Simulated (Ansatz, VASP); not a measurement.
# One calculation of SbMo, two programs

Contents of INCAR:

```
PREC = Accurate
ENCUT = 520
EDIFF = 1E-6
ISMEAR = -1
SIGMA = 0.08
LREAL = F
LASPH = T
NELM = 80
ALGO = Normal
ISIF = 2
LWAVE = F
LCHARG = F
GGA = CA
NBANDS = 16
```

File KPOINTS:

```
Automatic mesh
0
Gamma
  13 13 13
```

POSCAR

```
SbMo
1.0
    3.0289496362      0.0000000000      0.0000000000
    0.0000000000      3.0289496362      0.0000000000
    0.0000000000      0.0000000000      3.0289496362
Mo Sb
1 1
Direct
    0.0000000000      0.0000000000      0.0000000000
    0.5000000000      0.5000000000      0.5000000000
```

Input for Ansatz:

```yaml
crystal:
  lattice:
    - [3.0289496362, 0.0, 0.0]
    - [0.0, 3.0289496362, 0.0]
    - [0.0, 0.0, 3.0289496362]
  atoms:
    - { symbol: Mo, position: [0.0, 0.0, 0.0] }
    - { symbol: Sb, position: [0.5, 0.5, 0.5] }
kpoints:
  mp_grid: { grid: [13, 13, 13] }
  band_path:
    path:
      - [0.0, 0.0, 0.0]
      - [0.0, 0.5, 0.0]
      - [0.5, 0.5, 0.0]
      - [0.0, 0.0, 0.0]
      - [0.5, 0.5, 0.5]
      - [0.0, 0.5, 0.0]
      - [0.5, 0.5, 0.5]
      - [0.5, 0.5, 0.0]
    npoints: 8
scf:
  occupations: { method: fermi_dirac, width: 0.08 }
hamiltonian:
  xc: lda
  pseudopotentials: { kind: paw }
output:
  forces: true
  stress: true
  eigenvalues: true
  populations: true
  dos: { projected: true, de: 0.2, e_range: [-14, 8] }
  write_density: true
  write_potential: true
  elf: true
  volumetric_format: npy
```

Change from the starting cell: volume scaled by 0.8, PAW files.

Alike in both runs: task single point; functional LDA; k mesh 13 × 13 × 13; occupations fermi-dirac, width 0.08 eV; no spin polarisation.

```csv
,VASP,Ansatz
version,VASP 6.6.1,Ansatz 0.2.0
potentials or method,"VASP PAW LDA potentials, release 64 (Mo_sv, Sb)","PAW with Ansatz's default frozen-core files, scalar-relativistic"
plane-wave cutoff (eV),520,420
valence electrons in the cell,19,29
```

```csv
,VASP,Ansatz,Ansatz less VASP
pressure (GPa),72.0,70.4,-1.58
```

LDA's correlation is that of Perdew and Zunger in VASP and of Perdew and Wang (1992) in Ansatz. Both programs put the cell under a high pressure, so it lies far from rest at this level. VASP's potentials hold 19 valence electrons a cell and Ansatz's 29, so a difference there can come from the potentials and not from the codes.

Neither program's run includes spin-orbit coupling. Noted on VASP's run: the cell as given lies far from equilibrium.
